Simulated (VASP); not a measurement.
# MoW3 (Pm-3m) in VASP: further runs

The runs below take MoW3 through single point, relaxation of cell and atoms, with PBE.

All numbers are computed with VASP 6.6.1; they aren't measurements. Logs are shortened: lines on timing, memory, paths and dates and some standing lists are left out, and cuts for length are marked.

## (1) The cell of the first run

Symmetry: Pm-3m, No. 221, cubic system. Conventional cell: a = 3.944 Å, b = 3.944 Å, c = 3.944 Å, α = 90.00°, β = 90.00°, γ = 90.00°. Within 3.7 Å of Mo (site symmetry m-3m) lie 12 W at 2.79 Å. Within 3.7 Å of W (site symmetry 4/mmm) lie 4 Mo at 2.79 Å and 8 W at 2.79 Å.

## (2) Single point, PBE

INCAR reads:

```
  ALGO = Normal
  EDIFF = 1E-6
  ENCUT = 500
  GGA = PE
  GGA_COMPAT = F
  ISIF = 2
  ISMEAR = 0
  LASPH = T
  LCHARG = F
  LREAL = F
  LWAVE = F
  NBANDS = 36
  NELM = 120
  PREC = Accurate
  SIGMA = 0.1
```

KPOINTS reads:

```
k-points
0
Gamma
  4 4 4
```

POSCAR reads:

```
MoW3
1.0
    3.9439453185      0.0000000000      0.0000000000
    0.0000000000      3.9439453185      0.0000000000
    0.0000000000      0.0000000000      3.9439453185
Mo W
1 3
Direct
    0.0000000000      0.0000000000      0.0000000000
    0.0000000000      0.5000000000      0.5000000000
    0.5000000000      0.0000000000      0.5000000000
    0.5000000000      0.5000000000      0.0000000000
```

Potentials or basis: VASP PAW PBE potentials, release 64 (Mo_sv, W_sv).

On the command line:

```console
$ cat potpaw_PBE.64/Mo_sv/POTCAR potpaw_PBE.64/W_sv/POTCAR > POTCAR
$ mpirun -np 1 vasp_std > vasp.out
```

OUTCAR:

```text
EDIFF = 1E-6
   ENCUT = 500
   GGA = PE
   ISIF = 2
   ISMEAR = 0
   LASPH = T
   LREAL = F
   NELM = 120
   PREC = Accurate

 ion  position               nearest neighbor table
   1  0.000  0.000  0.000-   2 2.79   3 2.79   4 2.79   2 2.79   3 2.79   2 2.79   4 2.79   2 2.79
                             3 2.79   4 2.79   3 2.79   4 2.79
   2  0.000  0.500  0.500-   1 2.79   3 2.79   4 2.79   1 2.79   4 2.79   1 2.79   3 2.79   1 2.79
                             3 2.79   4 2.79   4 2.79   3 2.79
   3  0.500  0.000  0.500-   1 2.79   2 2.79   4 2.79   1 2.79   4 2.79   2 2.79   4 2.79   4 2.79
                             1 2.79   2 2.79   1 2.79   2 2.79
   4  0.500  0.500  0.000-   1 2.79   2 2.79   3 2.79   2 2.79   3 2.79   1 2.79   3 2.79   3 2.79
                             1 2.79   2 2.79   2 2.79   1 2.79

  LATTYP: Found a simple cubic cell.
 ALAT       =     3.9439453185

  Lattice vectors:

 A1 = (   3.9439453185,   0.0000000000,   0.0000000000)
 A2 = (   0.0000000000,   3.9439453185,   0.0000000000)
 A3 = (   0.0000000000,   0.0000000000,   3.9439453185)

Analysis of symmetry for initial positions (statically):
=====================================================================
 Subroutine PRICEL returns:
 Original cell was already a primitive cell.

 Routine SETGRP: Setting up the symmetry group for a
 simple cubic supercell.

 Subroutine GETGRP returns: Found 48 space group operations
 (whereof 48 operations were pure point group operations)
 out of a pool of 48 trial point group operations.

The static configuration has the point symmetry O_h .

Analysis of symmetry for dynamics (positions and initial velocities):
=====================================================================
 Subroutine PRICEL returns:
 Original cell was already a primitive cell.

 Routine SETGRP: Setting up the symmetry group for a
 simple cubic supercell.

 Subroutine GETGRP returns: Found 48 space group operations
 (whereof 48 operations were pure point group operations)
 out of a pool of 48 trial point group operations.

The dynamic configuration has the point symmetry O_h .

 Subroutine INISYM returns: Found 48 space group operations
 (whereof 48 operations are pure point group operations),
 and found     1 'primitive' translations

----------------------------------------------------------------------------------------

                                     Primitive cell
[... 79 lines left out ...]
   NELM   =    120;   NELMIN=  2; NELMDL= -5     # of ELM steps
   EDIFF  = 0.1E-05   stopping-criterion for ELM
   LREAL  =      F    real-space projection
   EDIFFG = 0.1E-04   stopping-criterion for IOM
   NSW    =      0    number of steps for IOM
   IBRION =     -1    ionic relax: 0-MD 1-quasi-New 2-CG
   NFREE  =      0    steps in history (QN), initial steepest desc. (CG)
   ISIF   =      2    stress and relaxation
   ISYM   =      2    0-nonsym 1-usesym 2-fastsym
   POTIM  = 0.5000    time-step for ionic-motion
   TEBEG  =    0.0;   TEEND  =   0.0 temperature during run
   PSTRESS=    0.0 pullay stress
   NELECT =      56.0000    total number of electrons
   NUPDOWN=      -1.0000    fix difference up-down
   EMIN   =  10.00;   EMAX   =-10.00  energy-range for DOS
   EFERMI =   0.00;   METHOD = LEGACY
   ISMEAR =     0;   SIGMA  =   0.10  broadening in eV -4-tet -1-fermi 0-gaus
   EFERMI_NEDOS =   21; number of points for ismear=-14 and -15
   IALGO  =     38    algorithm
   IMIX   =      4    mixing-type and parameters
     AMIX     =   0.40;   BMIX     =  1.00
     AMIX_MAG =   1.60;   BMIX_MAG =  1.00
  volume/ion in A,a.u.               =      15.34       103.50
  Fermi-wavevector in a.u.,A,eV,Ry     =   1.588083  3.001042 34.314011  2.522009
  Thomas-Fermi vector in A             =   2.687142
   LORBIT       =      0    0 simple, 1 ext, 2 COOP (PROOUT), +10 PAW based schemes
   GGA     = PE    functional components
   LHFCALC =     F    Hartree Fock is set to
   AEXX    =    0.0000 exact exchange contribution
   IVDW    =     0    specifies the selected vdW correction
   LEPSILON=     F    determine dielectric tensor
   LRPA    =     F    only Hartree local field effects (RPA)
 non-spin polarized calculation
 Gauss-broadening in eV      SIGMA  =   0.10
  energy-cutoff  :      500.00
  volume of cell :       61.35
 maximum number of plane-waves:      1596
 NGX is ok and might be reduce to    30
   NGX = 15   NGY = 15   NGZ = 15

 number of electron      56.0000007 magnetization

 Free energy of the ion-electron system (eV)
  ---------------------------------------------------
  ext. energy  EPLUGINS =         0.00000000
  ---------------------------------------------------
  free energy    TOTEN  =       -47.61298977 eV

  energy without entropy =      -47.58856878  energy(sigma->0) =      -47.60077927

 E-fermi :  11.6141     XC(G=0): -13.7390

 val. band max:       11.5761418888   @ k =   0.2500   0.0000   0.0000
 cond. band min:      11.6251902455   @ k =   0.5000   0.0000   0.0000
 fundamental gap:      0.0490483566
 Fermi energy:        11.6141336092

 k-point     1 :       0.0000    0.0000    0.0000
  band No.  band energies     occupation
      1     -61.8406      2.00000
      2     -61.6965      2.00000
      3     -61.6965      2.00000
      4     -48.7339      2.00000
      5     -26.5636      2.00000
      6     -26.5636      2.00000
[... 379 lines left out ...]
     35      16.6380      0.00000
     36      16.7362      0.00000

------------------------ aborting loop because EDIFF is reached ----------------------------------------

  FORCE on cell =-STRESS in cart. coord.  units (eV):
  Direction    XX          YY          ZZ          XY          YZ          ZX
  --------------------------------------------------------------------------------------
  -------------------------------------------------------------------------------------
  Total        8.2884052      8.2884052      8.2884052     -0.0000000      0.0000000      0.0000000
  in kB      216.4656060    216.4656060    216.4656060     -0.0000000      0.0000000      0.0000000
  external PRESSURE =     216.4656060 kB  Pullay stress =       0.0000000 kB

 VOLUME and BASIS-vectors are now :
 -----------------------------------------------------------------------------
  energy-cutoff  :      500.00
  volume of cell :       61.35
      direct lattice vectors                 reciprocal lattice vectors
     3.943945318  0.000000000  0.000000000     0.253553211  0.000000000  0.000000000
     0.000000000  3.943945318  0.000000000     0.000000000  0.253553211  0.000000000
     0.000000000  0.000000000  3.943945318     0.000000000  0.000000000  0.253553211

 POSITION                                       TOTAL-FORCE (eV/Angst)
 -----------------------------------------------------------------------------------
      0.00000      0.00000      0.00000         0.000000      0.000000      0.000000
      0.00000      1.97197      1.97197         0.000000      0.000000      0.000000
      1.97197      0.00000      1.97197         0.000000      0.000000      0.000000
      1.97197      1.97197      0.00000         0.000000      0.000000      0.000000
 -----------------------------------------------------------------------------------
    total drift:                                0.000000      0.000000     -0.000000

  FREE ENERGIE OF THE ION-ELECTRON SYSTEM (eV)
  ---------------------------------------------------
  free  energy   TOTEN  =       -47.6129897683 eV

  energy  without entropy=      -47.5885687755  energy(sigma->0) =      -47.60077927
```

stdout:

```text
POSCAR found type information on POSCAR MoW
 POSCAR found :  2 types and       4 ions
 scaLAPACK will be used
 LDA part: xc-table for (Slater+PW92), standard interpolation
 POSCAR, INCAR and KPOINTS ok, starting setup
 FFT: planning ... GRIDC
 FFT: planning ... GRID_SOFT
 FFT: planning ... GRID
 WAVECAR not read
 entering main loop
```

Run time: 17 s. Hardware: 1 thread of AMD EPYC 7R13 (Zen 3), shared host; peak memory 0.14 GiB.

Results:

```
Free energy            : -47.6130 eV
Pressure               : 21.6 GPa
Band gap on the k mesh : zero (band 28 reaches 14.25 eV, above the bottom of band 29 at 11.41 eV)
```

Caveat: the k points lie up to 0.40 Å⁻¹ apart; spin-orbit coupling is left out, which moves the levels of the heavy elements.

## (3) Single point, PBE

This run uses another cell than the first one, of 16.40 Å³/atom, 1.070 times its volume.

INCAR reads:

```
SYSTEM = MoW3
PREC     = Accurate       ! precision mode
ENCUT    = 500            ! plane-wave cutoff, eV
EDIFF    = 1E-6           ! SCF threshold, eV
ISMEAR   = 0              ! smearing method
SIGMA    = 0.1            ! smearing width, eV
LREAL    = .False.        ! projectors in reciprocal space
LASPH    = .True.         ! aspherical terms in the spheres
NELM     = 120            ! most SCF steps
ALGO     = Normal         ! electronic algorithm
ISIF     = 2              ! what is computed and relaxed
LWAVE    = .False.        ! write WAVECAR
LCHARG   = .False.        ! write CHGCAR
GGA      = PE             ! functional
NBANDS   = 36             ! bands
GGA_COMPAT= .False.
```

KPOINTS reads:

```
regular mesh
0
Gamma
  4 4 4
  0 0 0
```

POSCAR reads:

```
MoW3
1.0
    4.0334053894      0.0000000000      0.0000000000
    0.0000000000      4.0334053894      0.0000000000
    0.0000000000      0.0000000000      4.0334053894
Mo W
1 3
Direct
    0.0000000000      0.0000000000      0.0000000000
    0.0000000000      0.5000000000      0.5000000000
    0.5000000000      0.0000000000      0.5000000000
    0.5000000000      0.5000000000      0.0000000000
```

Potentials or basis: VASP PAW PBE potentials, release 64 (Mo_sv, W_sv).

On the command line:

```console
$ cat potpaw_PBE.64/Mo_sv/POTCAR potpaw_PBE.64/W_sv/POTCAR > POTCAR
$ mpirun -np 1 vasp_std > vasp.out
```

OUTCAR:

```text
SYSTEM = MoW3
   PREC = Accurate
   ENCUT = 500
   EDIFF = 1E-6
   ISMEAR = 0
   LREAL = .False.
   LASPH = .True.
   NELM = 120
   ISIF = 2
   GGA = PE

 ion  position               nearest neighbor table
   1  0.000  0.000  0.000-   2 2.85   3 2.85   4 2.85   2 2.85   3 2.85   2 2.85   4 2.85   2 2.85
                             3 2.85   4 2.85   3 2.85   4 2.85
   2  0.000  0.500  0.500-   1 2.85   3 2.85   4 2.85   1 2.85   4 2.85   1 2.85   3 2.85   1 2.85
                             3 2.85   4 2.85   4 2.85   3 2.85
   3  0.500  0.000  0.500-   1 2.85   2 2.85   4 2.85   1 2.85   4 2.85   2 2.85   4 2.85   4 2.85
                             1 2.85   2 2.85   1 2.85   2 2.85
   4  0.500  0.500  0.000-   1 2.85   2 2.85   3 2.85   2 2.85   3 2.85   1 2.85   3 2.85   3 2.85
                             1 2.85   2 2.85   2 2.85   1 2.85

  LATTYP: Found a simple cubic cell.
 ALAT       =     4.0334053894

  Lattice vectors:

 A1 = (   4.0334053894,   0.0000000000,   0.0000000000)
 A2 = (   0.0000000000,   4.0334053894,   0.0000000000)
 A3 = (   0.0000000000,   0.0000000000,   4.0334053894)

Analysis of symmetry for initial positions (statically):
=====================================================================
 Subroutine PRICEL returns:
 Original cell was already a primitive cell.

 Routine SETGRP: Setting up the symmetry group for a
[... 162 lines left out ...]
 fundamental gap:      0.0203835994
 Fermi energy:        10.6516923231

 k-point     1 :       0.0000    0.0000    0.0000
  band No.  band energies     occupation
      1     -62.9440      2.00000
      2     -62.8380      2.00000
      3     -62.8380      2.00000
      4     -49.8085      2.00000
      5     -27.5182      2.00000
      6     -27.5182      2.00000
[... 379 lines left out ...]
     35      15.2632      0.00000
     36      15.3178      0.00000

------------------------ aborting loop because EDIFF is reached ----------------------------------------

  FORCE on cell =-STRESS in cart. coord.  units (eV):
  Direction    XX          YY          ZZ          XY          YZ          ZX
  --------------------------------------------------------------------------------------
  -------------------------------------------------------------------------------------
  Total        0.1235912      0.1235912      0.1235912      0.0000000      0.0000000      0.0000000
  in kB        3.0177455      3.0177455      3.0177455      0.0000000      0.0000000      0.0000000
  external PRESSURE =       3.0177455 kB  Pullay stress =       0.0000000 kB

 VOLUME and BASIS-vectors are now :
 -----------------------------------------------------------------------------
  energy-cutoff  :      500.00
  volume of cell :       65.62
      direct lattice vectors                 reciprocal lattice vectors
     4.033405389  0.000000000  0.000000000     0.247929455  0.000000000  0.000000000
     0.000000000  4.033405389  0.000000000     0.000000000  0.247929455  0.000000000
     0.000000000  0.000000000  4.033405389     0.000000000  0.000000000  0.247929455

 POSITION                                       TOTAL-FORCE (eV/Angst)
 -----------------------------------------------------------------------------------
      0.00000      0.00000      0.00000         0.000000      0.000000      0.000000
      0.00000      2.01670      2.01670         0.000000      0.000000      0.000000
      2.01670      0.00000      2.01670         0.000000      0.000000      0.000000
      2.01670      2.01670      0.00000         0.000000      0.000000      0.000000
 -----------------------------------------------------------------------------------
    total drift:                                0.000000      0.000000     -0.000000

  FREE ENERGIE OF THE ION-ELECTRON SYSTEM (eV)
  ---------------------------------------------------
  free  energy   TOTEN  =       -47.8910216698 eV

  energy  without entropy=      -47.8524172500  energy(sigma->0) =      -47.87171946
```

stdout:

```text
POSCAR found type information on POSCAR MoW
 POSCAR found :  2 types and       4 ions
 scaLAPACK will be used
 LDA part: xc-table for (Slater+PW92), standard interpolation
 POSCAR, INCAR and KPOINTS ok, starting setup
 FFT: planning ... GRIDC
 FFT: planning ... GRID_SOFT
 FFT: planning ... GRID
 WAVECAR not read
 entering main loop
```

It took 15 s on 1 thread of AMD EPYC 7R13 (Zen 3), shared host; peak memory 0.14 GiB.

Results:

- Free energy: -47.8910 eV
- Pressure: 0.3 GPa
- Band gap on the k mesh: zero (band 28 reaches 13.07 eV, above the bottom of band 29 at 10.43 eV)

Caveat: the k points lie up to 0.39 Å⁻¹ apart; spin-orbit coupling is left out, which moves the levels of the heavy elements.

## (4) Relaxation of cell and atoms, PBE

INCAR reads:

```
SYSTEM = MoW3
PREC = Accurate
ENCUT = 500
EDIFF = 1E-7
ISMEAR = 0
SIGMA = 0.1
LREAL = .FALSE.
LASPH = .TRUE.
NELM = 120
ALGO = Normal
ISIF = 3
LWAVE = .FALSE.
LCHARG = .FALSE.
GGA = PE
IBRION = 2
NSW = 90
EDIFFG = -0.04
GGA_COMPAT = .FALSE.
NELMIN = 4
```

KPOINTS reads:

```
regular mesh
0
G
  4 4 4
  0 0 0
```

POSCAR reads:

```
MoW3
1.0
    3.9439453185      0.0000000000      0.0000000000
    0.0000000000      3.9439453185      0.0000000000
    0.0000000000      0.0000000000      3.9439453185
Mo W
1 3
Direct
    0.0000000000      0.0000000000      0.0000000000
    0.0000000000      0.5000000000      0.5000000000
    0.5000000000      0.0000000000      0.5000000000
    0.5000000000      0.5000000000      0.0000000000
```

On the command line:

```console
$ cat potpaw_PBE.64/Mo_sv/POTCAR potpaw_PBE.64/W_sv/POTCAR > POTCAR
$ mpirun -np 1 vasp_std > vasp.out
```

Run time: 58 s. Hardware: 1 thread of AMD EPYC 7R13 (Zen 3), shared host; peak memory 0.15 GiB.

The run converged. Its results:

```
Free energy                            : -47.8887 eV
Relaxed volume                         : 16.43 Å³/atom
Relaxed cell                           : a = 4.036 Å, b = 4.036 Å, c = 4.036 Å, α = 90.00°, β = 90.00°, γ = 90.00°
Space group after relaxing (to 0.05 Å) : Pm-3m (No. 221)
Energy gained by relaxing              : 68.9 meV/atom
Ionic steps                            : 4
Pressure after relaxing                : -0.1 GPa
Band gap on the k mesh                 : zero (band 28 reaches 13.04 eV, above the bottom of band 29 at 10.40 eV)
```

Step by step:
```
step  energy change (eV)  largest force (eV/Å)  pressure (GPa)  volume (Å³)
   1              0.0000                0.0000           21.65        61.35
   2              2.0050                0.0000          -37.84        81.64
   3             -0.2735                0.0000           -1.69        66.10
   4             -0.2757                0.0000           -0.14        65.72
```

Final structure:
```
Mo W
1.0
     4.03557    0.00000    0.00000
     0.00000    4.03557    0.00000
     0.00000    0.00000    4.03557
Mo W
1 3
Direct
  0.00000 0.00000 0.00000
  0.00000 0.50000 0.50000
  0.50000 0.00000 0.50000
  0.50000 0.50000 0.00000
```

Levels at points of the mesh, in eV from the Fermi level:
| k point | band 25 | band 26 | band 27 | band 28 | band 29 | band 30 | band 31 | band 32 |
| --- | --- | --- | --- | --- | --- | --- | --- | --- |
| (0.00, 0.00, 0.00) | -0.53 | -0.53 | 2.41 | 2.41 | 3.32 | 3.32 | 3.32 | 4.63 |
| (0.50, 0.00, 0.00) | -1.83 | -1.83 | -0.06 | 0.02 | 1.35 | 1.39 | 1.40 | 1.40 |
| (0.50, 0.50, 0.00) | -1.76 | -1.74 | -1.69 | -1.69 | 0.57 | 0.97 | 0.97 | 0.97 |
| (0.50, 0.50, 0.50) | -0.75 | -0.68 | -0.68 | -0.68 | 0.72 | 0.98 | 0.98 | 0.98 |

Caveat: the k points lie up to 0.39 Å⁻¹ apart in the final cell; spin-orbit coupling is left out, which moves the levels of the heavy elements.

## (5) Summary

| task | cell | gap on the mesh (eV) | pressure (GPa) |
| --- | --- | --- | --- |
| single point | a = 3.944 Å, 4 atoms | none | 21.6 |
| single point | a = 4.033 Å, 4 atoms | none | 0.3 |
| relaxation of cell and atoms | relaxed from a = 3.944 Å, 4 atoms | none | -0.1 |

Alike in all rows: level PBE; potentials or basis VASP PAW PBE potentials, release 64 (Mo_sv, W_sv); no spin polarisation; k mesh 4 × 4 × 4; cutoff (eV) 500; smearing gaussian 0.1 eV.

Caveats: all runs use coarse meshes; spin-orbit coupling is left out, which moves the levels of the heavy elements.

Absolute energies hang on the potentials; compare differences alone.
